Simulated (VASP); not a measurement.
Set up this calculation in VASP 6.6.1, as the native input.

* Task: single point
* Functional: PBE
* Potentials or basis: VASP PAW PBE potentials, release 64 (Zr_sv, Zn, N)
* Cutoff: 520 eV
* k mesh: 6 × 4 × 4
* Occupations: gaussian, width 0.1 eV
* Spin: no spin polarisation
* Dipole correction: no
* Further INCAR settings: ALGO = Normal; EDIFF = 1e-06; NBANDS = 38

The structure of Zr3ZnN2 lies in POSCAR:

```
Zr3ZnN2
1.0
    3.0676781159      0.0000000000      0.0000000000
   -0.0007863682      5.5421363824      0.0000000000
   -0.5728504944     -2.5873868198      6.5130342521
Zr Zn N
3 1 2
Direct
    0.0992772936      0.7859299099      0.5855217907
    0.0617011254      0.1840003918      0.3662427399
    0.5090544309      0.5884774597      0.1678891945
    0.6780978769      0.9963531032      0.9714889943
    0.5764570574      0.4844582827      0.4576909181
    0.5754122158      0.9607808528      0.4511663625
```

One way to write it, as run:

INCAR

```
SYSTEM = Zr3ZnN2
ALGO = Normal
EDIFF = 1E-6
ENCUT = 520
GGA = PE
ISIF = 2
ISMEAR = 0
LASPH = .True.
LCHARG = .False.
LREAL = .False.
LWAVE = .False.
NBANDS = 38
NELM = 100
PREC = Accurate
SIGMA = 0.1
```

KPOINTS

```
k-points
0
Gamma
  6 4 4
  0 0 0
```

Potentials or basis: VASP PAW PBE potentials, release 64 (Zr_sv, Zn, N).

Command:

```console
$ cat potpaw_PBE.64/Zr_sv/POTCAR potpaw_PBE.64/Zn/POTCAR potpaw_PBE.64/N/POTCAR > POTCAR
$ mpirun -np 1 vasp_std > vasp.out
```

It gave:

| Property | Result |
| --- | --- |
| Pressure | 0.4 GPa |
| Largest force | 0.117 eV/Å |
| Band gap on the k mesh | zero (bands 29 and 30 overlap by 0.86 eV) |

It took 3.3 min on 1 thread of Oxide Virtual Turin-like Processor, on a shared host, peak memory 0.31 GiB.
